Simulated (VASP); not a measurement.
Be: relaxation of cell and atoms with revPBE

Be:

```
Be
1.0
    -1.26581    1.26581    1.26581
     1.26581   -1.26581    1.26581
     1.26581    1.26581   -1.26581
Be
1
Direct
  0.00000 0.00000 0.00000
```

* Program: VASP 6.6.1
* Task: relaxation of cell and atoms
* Functional: revPBE
* Potentials or basis: VASP PAW PBE potentials, release 64 (Be)
* Cutoff: 600 eV
* k mesh: 17 × 17 × 17
* Occupations: fermi-dirac, width 0.1 eV
* Spin: no spin polarisation
* Dipole correction: no
* Further INCAR settings: ALGO = Normal; EDIFF = 1e-06; IBRION = 2; EDIFFG = -0.01; NSW = 80; ISIF = 3

```yaml
Relaxed_volume: 8.01 Å³/atom
Relaxed_cell: a = 2.183 Å, b = 2.183 Å, c = 2.183 Å, α = 109.47°, β = 109.47°, γ = 109.47°
Space_group_after_relaxing_to_0.05_Å: Im-3m (No. 229)
Energy_gained_by_relaxing: 0.5 meV/atom
Ionic_steps: 3
Pressure_after_relaxing: 0.0 GPa
Band_gap_on_the_k_mesh: zero (band 1 reaches 11.09 eV, above the bottom of band 2 at 6.62 eV)
```

The path:
| step | energy change (eV) | largest force (eV/Å) | pressure (GPa) | volume (Å³) |
| --- | --- | --- | --- | --- |
| 1 | 0.0000 | 0.0000 | -1.52 | 8.11 |
| 2 | -0.0005 | 0.0000 | -0.24 | 8.02 |
| 3 | -0.0005 | 0.0000 | -0.02 | 8.01 |

Final structure:
```
Be
1.0
    -1.26030    1.26030    1.26030
     1.26030   -1.26030    1.26030
     1.26030    1.26030   -1.26030
Be
1
Direct
  0.00000 0.00000 0.00000
```

Levels at points of the mesh, in eV from the Fermi level:
| k point | band 1 | band 2 | band 3 | band 4 | band 5 |
| --- | --- | --- | --- | --- | --- |
| (0.00, 0.00, 0.00) | -12.23 | 19.21 | 19.21 | 19.21 | 30.23 |

It took 4.4 s on 1 thread of Intel(R) Xeon(R) 6975P-C (Granite Rapids), on a shared host, peak memory 0.12 GiB.

Caveat: the PAW data sets were made with another functional, which shifts forces and pressure a little.
